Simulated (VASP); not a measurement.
# CuO (P1) in VASP: further runs

The runs below take CuO through single point, with PBE, LDA+U.

Everything below comes from runs of VASP 6.6.1. Logs are shortened: lines on timing, memory, paths and dates and some standing lists are left out, and cuts for length are marked.

## Step 1: The cell of the first run

The typed cell holds 8 atoms: a = 2.900 Å, b = 5.544 Å, c = 5.643 Å, α = 113.11°, β = 101.64°, γ = 92.01°.

## Step 2: Single point, PBE

INCAR

```
PREC = Accurate
ENCUT = 520
EDIFF = 1E-7
ISMEAR = -1
SIGMA = 0.05
LREAL = False
LASPH = True
NELM = 100
ALGO = Normal
ISIF = 2
LWAVE = False
LCHARG = True
GGA = PE
LELF = True
LVHAR = True
NBANDS = 44
```

KPOINTS

```
Automatic mesh
0
Gamma
  9 5 5
```

POSCAR

```
CuO
1.0
    2.3418500000     -1.7113000000      0.0000000000
   -1.4918200000     -1.7113000000     -5.0578700000
    2.3418500000      5.1339000000      0.0000000000
Cu O
4 4
Direct
    0.3213271600      0.9565765600      0.2905417800
    0.6786728400      0.0434234400      0.7094582200
    0.3225567000      0.5218645100      0.6836463300
    0.6774433000      0.4781354900      0.3163536700
    0.4176716400      0.7073204800      0.0098998500
    0.4139283600      0.7926795200      0.6585001500
    0.2249395900      0.3481680500      0.0734239800
    0.9434604100      0.1518319500      0.2581760200
```

Potentials or basis: VASP PAW PBE potentials, release 64 (Cu, O).

Command:

```sh
cat potpaw_PBE.64/Cu/POTCAR potpaw_PBE.64/O/POTCAR > POTCAR
mpirun -np 1 vasp_std > vasp.out
```

OUTCAR:

```text
PREC = Accurate
   ENCUT = 520
   EDIFF = 1E-7
   ISMEAR = -1
   LREAL = False
   LASPH = True
   NELM = 100
   ISIF = 2
   GGA = PE

 ion  position               nearest neighbor table
   1  0.321  0.957  0.291-   8 1.60   5 1.73   8 2.15   2 2.23
   2  0.679  0.043  0.709-   6 1.46   1 2.23   7 2.31
   3  0.323  0.522  0.684-   6 1.58   5 1.68   4 2.42   4 2.43
   4  0.677  0.478  0.316-   7 1.60   8 1.93   7 2.26   6 2.32   3 2.42   3 2.43
   5  0.418  0.707  0.010-   3 1.68   1 1.73
   6  0.414  0.793  0.659-   2 1.46   3 1.58   4 2.32
   7  0.225  0.348  0.073-   4 1.60   4 2.26   2 2.31
   8  0.943  0.152  0.258-   1 1.60   4 1.93   1 2.15

  LATTYP: Found a triclinic cell.
 ALAT       =     5.8009685786
 B/A-ratio  =     1.6360783372
 C/A-ratio  =     2.0759489700
 COS(alpha) =     0.0013450221
 COS(beta)  =     0.5225206785
 COS(gamma) =     0.8445132113

  Lattice vectors:

 A1 = (  -4.6837000000,  -3.4226000000,   0.0000000000)
 A2 = (  -6.1755200000,  -5.1339000000,  -5.0578700000)
 A3 = (  -4.0419100000,  -5.1339000000,  10.1157400000)

Analysis of symmetry for initial positions (statically):
=====================================================================
 Subroutine PRICEL returns:
 Original cell was already a primitive cell.

 Routine SETGRP: Setting up the symmetry group for a
 triclinic supercell.

 Subroutine GETGRP returns: Found  1 space group operations
 (whereof  1 operations were pure point group operations)
 out of a pool of  2 trial point group operations.

The static configuration has the point symmetry C_1 .

Analysis of symmetry for dynamics (positions and initial velocities):
=====================================================================
 Subroutine PRICEL returns:
 Original cell was already a primitive cell.

 Routine SETGRP: Setting up the symmetry group for a
 triclinic supercell.

 Subroutine GETGRP returns: Found  1 space group operations
 (whereof  1 operations were pure point group operations)
 out of a pool of  2 trial point group operations.

The dynamic configuration has the point symmetry C_1 .

 Subroutine INISYM returns: Found  1 space group operations
 (whereof  1 operations are pure point group operations),
 and found     1 'primitive' translations

----------------------------------------------------------------------------------------
[... 103 lines left out ...]
   ENCUT  =  520.0 eV  38.22 Ry    6.18 a.u.   5.39 10.31 10.49*2*pi/ulx,y,z
   NELM   =    100;   NELMIN=  2; NELMDL= -5     # of ELM steps
   EDIFF  = 0.1E-06   stopping-criterion for ELM
   LREAL  =      F    real-space projection
   EDIFFG = 0.1E-05   stopping-criterion for IOM
   NSW    =      0    number of steps for IOM
   IBRION =     -1    ionic relax: 0-MD 1-quasi-New 2-CG
   NFREE  =      0    steps in history (QN), initial steepest desc. (CG)
   ISIF   =      2    stress and relaxation
   ISYM   =      2    0-nonsym 1-usesym 2-fastsym
   POTIM  = 0.5000    time-step for ionic-motion
   TEBEG  =    0.0;   TEEND  =   0.0 temperature during run
   PSTRESS=    0.0 pullay stress
   NELECT =      68.0000    total number of electrons
   NUPDOWN=      -1.0000    fix difference up-down
   EMIN   =  10.00;   EMAX   =-10.00  energy-range for DOS
   EFERMI =   0.00;   METHOD = LEGACY
   ISMEAR =    -1;   SIGMA  =   0.05  broadening in eV -4-tet -1-fermi 0-gaus
   EFERMI_NEDOS =   21; number of points for ismear=-14 and -15
   IALGO  =     38    algorithm
   IMIX   =      4    mixing-type and parameters
     AMIX     =   0.40;   BMIX     =  1.00
     AMIX_MAG =   1.60;   BMIX_MAG =  1.00
  volume/ion in A,a.u.               =      10.13        68.39
  Fermi-wavevector in a.u.,A,eV,Ry     =   1.543856  2.917465 32.429376  2.383492
  Thomas-Fermi vector in A             =   2.649460
   LORBIT       =      0    0 simple, 1 ext, 2 COOP (PROOUT), +10 PAW based schemes
   GGA     = PE    functional components
   LHFCALC =     F    Hartree Fock is set to
   AEXX    =    0.0000 exact exchange contribution
   IVDW    =     0    specifies the selected vdW correction
   LEPSILON=     F    determine dielectric tensor
   LRPA    =     F    only Hartree local field effects (RPA)
 non-spin polarized calculation
  energy-cutoff  :      520.00
  volume of cell :       81.08
 maximum number of plane-waves:      2213
 NGX is ok and might be reduce to    24
   NGX = 11   NGY = 21   NGZ = 21

 number of electron      68.0000012 magnetization

 Free energy of the ion-electron system (eV)
  ---------------------------------------------------
  ext. energy  EPLUGINS =         0.00000000
  ---------------------------------------------------
  free energy    TOTEN  =       -27.58041675 eV

  energy without entropy =      -27.53834335  energy(sigma->0) =      -27.55938005

 E-fermi :   5.6475     XC(G=0): -11.8579

 val. band max:        5.6434218658   @ k =  -0.2222  -0.4000   0.2000
 cond. band min:       5.6482716466   @ k =  -0.1111   0.4000   0.0000
 fundamental gap:      0.0048497808
 Fermi energy:         5.6475395418

 k-point     1 :       0.0000    0.0000    0.0000
  band No.  band energies     occupation
      1     -15.2511      2.00000
      2     -14.4940      2.00000
      3     -12.8988      2.00000
      4     -12.4640      2.00000
      5      -3.3161      2.00000
      6      -2.2222      2.00000
[... 1117 lines left out ...]
     43      16.1163      0.00000
     44      18.0378      0.00000

 [... further k-points ...]
[... 5 lines left out ...]
  --------------------------------------------------------------------------------------
  -------------------------------------------------------------------------------------
  Total       24.5812570     20.6352780     40.7488163      1.6118683     10.6614923     -1.2511148
  in kB      485.7376768    407.7631994    805.2165656     31.8513071    210.6763096    -24.7226420
  external PRESSURE =     566.2391472 kB  Pullay stress =       0.0000000 kB

 VOLUME and BASIS-vectors are now :
 -----------------------------------------------------------------------------
  energy-cutoff  :      520.00
  volume of cell :       81.08
      direct lattice vectors                 reciprocal lattice vectors
     2.341850000 -1.711300000  0.000000000     0.320259624 -0.146087770 -0.045032734
    -1.491820000 -1.711300000 -5.057870000     0.000000000  0.000000000 -0.197711685
     2.341850000  5.133900000  0.000000000     0.106753208  0.146087770 -0.080914806

 POSITION                                       TOTAL-FORCE (eV/Angst)
 -----------------------------------------------------------------------------------
      0.00587     -0.69526     -4.83824         3.552143     -0.552369      2.677168
      3.18601      2.40656     -0.21963         5.405110     -5.321407    -14.472629
      1.57785      2.06471     -2.63952         0.461201      2.298375      8.684767
      1.61403     -0.35341     -2.41835         5.244428     -0.093927     -3.076770
     -0.05389     -1.87437     -3.57754         2.067573      2.115850      0.745593
      1.32893      1.31581     -4.00927        -5.747158      1.449513      6.355859
      0.17932     -0.60381     -1.76099        -7.034487     -1.747336      2.638546
      2.58755     -0.54892     -0.76795        -3.948809      1.851300     -3.552533
 -----------------------------------------------------------------------------------
    total drift:                                0.000324     -0.000119      0.000514

  FREE ENERGIE OF THE ION-ELECTRON SYSTEM (eV)
  ---------------------------------------------------
  free  energy   TOTEN  =       -27.5804167533 eV

  energy  without entropy=      -27.5383433548  energy(sigma->0) =      -27.55938005
```

stdout:

```text
POSCAR found type information on POSCAR CuO
 POSCAR found :  2 types and       8 ions
 scaLAPACK will be used
 LDA part: xc-table for (Slater+PW92), standard interpolation
 POSCAR, INCAR and KPOINTS ok, starting setup
 FFT: planning ... GRIDC
 FFT: planning ... GRID_SOFT
 FFT: planning ... GRID
 WAVECAR not read
 entering main loop
```

It took 6.3 min on 1 thread of Intel Xeon Platinum 8488C (Sapphire Rapids), shared host; peak memory 0.4 GiB.

Results:

```yaml
Free_energy: -27.5804 eV
Pressure: 56.6 GPa
Largest_force: 16.340 eV/Å
Band_gap_on_the_k_mesh: zero (band 34 reaches 5.79 eV, above the bottom of band 35 at 5.53 eV)
```

Forces in eV/Å, atoms in the order of the input:
```
Cu    3.552  -0.552   2.677
Cu    5.405  -5.321 -14.473
Cu    0.461   2.298   8.685
Cu    5.244  -0.094  -3.077
O     2.068   2.116   0.746
O    -5.747   1.450   6.356
O    -7.034  -1.747   2.639
O    -3.949   1.851  -3.553
```

Levels at points of the mesh, in eV from the Fermi level:
| k point | band 31 | band 32 | band 33 | band 34 | band 35 | band 36 | band 37 | band 38 |
| --- | --- | --- | --- | --- | --- | --- | --- | --- |
| (0.00, 0.00, 0.00) | -0.59 | -0.40 | -0.28 | 0.00 | 0.21 | 0.36 | 0.63 | 4.18 |

Caveat: semilocal functionals often make such compounds metallic where correlation or magnetic order opens a gap, which also shifts bond lengths; forces of over 1 eV/Å act on the atoms, so gaps and moduli don't describe the material at rest.

## Step 3: Single point, PBE

INCAR

```
  PREC = Accurate
  ENCUT = 520
  EDIFF = 1E-6
  ISMEAR = -1
  SIGMA = 0.05
  LREAL = F
  LASPH = T
  NELM = 60
  ALGO = Normal
  ISIF = 2
  LWAVE = F
  LCHARG = F
  GGA = PE
  NBANDS = 44
```

KPOINTS

```
Automatic mesh
0
Gamma
  7 4 4
```

POSCAR is that of step 2.

Potentials or basis: VASP PAW PBE potentials, release 64 (Cu, O).

Command:

```sh
cat potpaw_PBE.64/Cu/POTCAR potpaw_PBE.64/O/POTCAR > POTCAR
mpirun -np 1 vasp_std > vasp.out
```

Run time: 2.5 min. Hardware: 1 thread of Intel Xeon Platinum 8559C (Emerald Rapids), shared host; peak memory 0.28 GiB.

It converged, with:

```
Free energy            : -27.5805 eV
Pressure               : 56.6 GPa
Largest force          : 16.339 eV/Å
Band gap on the k mesh : zero (band 34 reaches 5.79 eV, above the bottom of band 35 at 5.54 eV)
```

Forces on the atoms (eV/Å):
```
Cu    3.555  -0.554   2.680
Cu    5.404  -5.322 -14.472
Cu    0.470   2.292   8.669
Cu    5.244  -0.093  -3.080
O     2.053   2.109   0.759
O    -5.748   1.458   6.356
O    -7.028  -1.744   2.642
O    -3.950   1.853  -3.555
```

Stress tensor (GPa, compression positive):
```
48.59  3.17 -2.50
 3.17 40.83 21.06
-2.50 21.06 80.51
```

Levels at points of the mesh, in eV from the Fermi level:
| k point | band 32 | band 33 | band 34 | band 35 | band 36 | band 37 |
| --- | --- | --- | --- | --- | --- | --- |
| (0.00, 0.00, 0.00) | -0.40 | -0.29 | 0.00 | 0.20 | 0.36 | 0.63 |
| (0.00, 0.50, 0.00) | -0.43 | -0.36 | 0.14 | 0.36 | 0.60 | 1.33 |
| (0.00, 0.00, 0.50) | -0.49 | -0.30 | -0.25 | 0.24 | 0.78 | 1.60 |
| (0.00, 0.50, 0.50) | -0.69 | -0.53 | -0.37 | -0.05 | 0.54 | 1.66 |

Caveat: semilocal functionals often make such compounds metallic where correlation or magnetic order opens a gap, which also shifts bond lengths; forces of over 1 eV/Å act on the atoms, so gaps and moduli don't describe the material at rest.

## Step 4: Single point, LDA+U

INCAR

```
SYSTEM = CuO
PREC = Accurate ; ENCUT = 520
EDIFF = 1E-7 ; ISMEAR = -1
SIGMA = 0.05 ; LREAL = .False.
LASPH = .True. ; NELM = 150
ALGO = Normal ; ISIF = 2
LWAVE = .False. ; LCHARG = .True.
LMAXMIX = 4 ; LDAU = .True.
LDAUTYPE = 2 ; LDAUL = 2 -1
LDAUU = 5.3 0 ; LDAUJ = 0 0
LDAUPRINT = 1 ; GGA = CA
LELF = .True. ; LVHAR = .True.
NBANDS = 44
```

KPOINTS

```
Automatic mesh
0
Gamma
  9 5 5
  0 0 0
```

POSCAR is that of step 3.

Potentials or basis: VASP PAW LDA potentials, release 64 (Cu, O).

Command:

```sh
cat potpaw_LDA.64/Cu/POTCAR potpaw_LDA.64/O/POTCAR > POTCAR
mpirun -np 1 vasp_std > vasp.out
```

OUTCAR:

```text
SYSTEM = CuO
   PREC = Accurate
   ENCUT = 520
   EDIFF = 1E-7
   ISMEAR = -1
   LREAL = .False.
   LASPH = .True.
   NELM = 150
   ISIF = 2
   GGA = CA

 ion  position               nearest neighbor table
   1  0.321  0.957  0.291-   8 1.60   5 1.73   8 2.15   2 2.23
   2  0.679  0.043  0.709-   6 1.46   1 2.23   7 2.31
   3  0.323  0.522  0.684-   6 1.58   5 1.68   4 2.42   4 2.43
   4  0.677  0.478  0.316-   7 1.60   8 1.93   7 2.26   6 2.32   3 2.42   3 2.43
   5  0.418  0.707  0.010-   3 1.68   1 1.73
   6  0.414  0.793  0.659-   2 1.46   3 1.58   4 2.32
   7  0.225  0.348  0.073-   4 1.60   4 2.26   2 2.31
   8  0.943  0.152  0.258-   1 1.60   4 1.93   1 2.15

  LATTYP: Found a triclinic cell.
 ALAT       =     5.8009685786
 B/A-ratio  =     1.6360783372
 C/A-ratio  =     2.0759489700
 COS(alpha) =     0.0013450221
 COS(beta)  =     0.5225206785
 COS(gamma) =     0.8445132113

  Lattice vectors:

 A1 = (  -4.6837000000,  -3.4226000000,   0.0000000000)
 A2 = (  -6.1755200000,  -5.1339000000,  -5.0578700000)
 A3 = (  -4.0419100000,  -5.1339000000,  10.1157400000)
[... 320 lines left out ...]

  energy without entropy =      -29.39988937  energy(sigma->0) =      -29.41778719

 E-fermi :   4.7851     XC(G=0): -12.3055

 val. band max:        4.7793091904   @ k =  -0.1111   0.2000   0.2000
 cond. band min:       4.7855681267   @ k =  -0.1111   0.4000   0.0000
 fundamental gap:      0.0062589363
 Fermi energy:         4.7851394270

 k-point     1 :       0.0000    0.0000    0.0000
  band No.  band energies     occupation
      1     -15.4102      2.00000
      2     -14.7297      2.00000
      3     -13.2116      2.00000
      4     -12.7620      2.00000
      5      -4.2064      2.00000
      6      -3.0833      2.00000
[... 1117 lines left out ...]
     43      15.5002      0.00000
     44      17.4169      0.00000

 [... further k-points ...]
[... 5 lines left out ...]
  --------------------------------------------------------------------------------------
  -------------------------------------------------------------------------------------
  Total       13.6862099      9.3726690     25.4044599      0.0755789      9.0508388     -0.7415029
  in kB      270.4462100    185.2085291    502.0045688      1.4934766    178.8490076    -14.6524612
  external PRESSURE =     319.2197693 kB  Pullay stress =       0.0000000 kB

 VOLUME and BASIS-vectors are now :
 -----------------------------------------------------------------------------
  energy-cutoff  :      520.00
  volume of cell :       81.08
      direct lattice vectors                 reciprocal lattice vectors
     2.341850000 -1.711300000  0.000000000     0.320259624 -0.146087770 -0.045032734
    -1.491820000 -1.711300000 -5.057870000     0.000000000  0.000000000 -0.197711685
     2.341850000  5.133900000  0.000000000     0.106753208  0.146087770 -0.080914806

 POSITION                                       TOTAL-FORCE (eV/Angst)
 -----------------------------------------------------------------------------------
      0.00587     -0.69526     -4.83824         2.725632     -0.814758      2.191612
      3.18601      2.40656     -0.21963         4.472227     -4.306920    -11.716917
      1.57785      2.06471     -2.63952         0.271005      1.868240      6.313158
      1.61403     -0.35341     -2.41835         4.267701     -0.105014     -2.230906
     -0.05389     -1.87437     -3.57754         1.623340      1.852561      1.054674
      1.32893      1.31581     -4.00927        -4.793684      1.133335      5.818877
      0.17932     -0.60381     -1.76099        -5.683522     -1.292294      1.927946
      2.58755     -0.54892     -0.76795        -2.882700      1.664850     -3.358445
 -----------------------------------------------------------------------------------
    total drift:                                0.000008     -0.000553      0.000031

  FREE ENERGIE OF THE ION-ELECTRON SYSTEM (eV)
  ---------------------------------------------------
  free  energy   TOTEN  =       -29.4356850056 eV

  energy  without entropy=      -29.3998893682  energy(sigma->0) =      -29.41778719
```

It took 7.4 min on 1 thread of Intel Xeon Platinum 8488C (Sapphire Rapids), shared host; peak memory 0.38 GiB.

Results:

- Free energy: -29.4357 eV
- Pressure: 31.9 GPa
- Largest force: 13.260 eV/Å
- Band gap on the k mesh: zero (band 34 reaches 4.92 eV, above the bottom of band 35 at 4.65 eV)

Forces in eV/Å, atoms in the order of the input:
```
Cu    2.726  -0.815   2.192
Cu    4.472  -4.307 -11.717
Cu    0.271   1.868   6.313
Cu    4.268  -0.105  -2.231
O     1.623   1.853   1.055
O    -4.794   1.133   5.819
O    -5.684  -1.292   1.928
O    -2.883   1.665  -3.358
```

Eigenvalues of the final occupation matrices:
```csv
site,spin,trace,eigenvalues
site 1 d,1,4.71,0.90 0.94 0.95 0.96 0.96
site 1 d,2,4.71,0.90 0.94 0.95 0.96 0.96
site 2 d,1,4.78,0.91 0.95 0.96 0.97 0.98
site 2 d,2,4.78,0.91 0.95 0.96 0.97 0.98
site 3 d,1,4.73,0.85 0.95 0.96 0.97 0.99
site 3 d,2,4.73,0.85 0.95 0.96 0.97 0.99
site 4 d,1,4.72,0.88 0.94 0.95 0.97 0.98
site 4 d,2,4.72,0.88 0.94 0.95 0.97 0.98
```

Caveat: U without spin polarisation on a metal has little footing; forces of over 1 eV/Å act on the atoms, so gaps and moduli don't describe the material at rest.

## Step 5: Summary

```csv
level,potentials or basis,U,k mesh,gap on the mesh (eV),pressure (GPa),largest force (eV/Å)
PBE,"VASP PAW PBE potentials, release 64 (Cu, O)",-,9 × 5 × 5,none,56.6,16.34
PBE,"VASP PAW PBE potentials, release 64 (Cu, O)",-,7 × 4 × 4,none,56.6,16.34
LDA+U,"VASP PAW LDA potentials, release 64 (Cu, O)",Cu d U = 5.3 eV,9 × 5 × 5,none,31.9,13.26
```

Alike in all rows: task single point; no spin polarisation; cell as given; cutoff (eV) 520; smearing fermi-dirac 0.05 eV.

Caveats: forces of over 1 eV/Å act on the atoms, so gaps and moduli don't describe the material at rest; semilocal functionals often make such compounds metallic where correlation or magnetic order opens a gap, which also shifts bond lengths (some runs); U without spin polarisation on a metal has little footing (some runs).

Absolute energies hang on the potentials; compare differences alone.
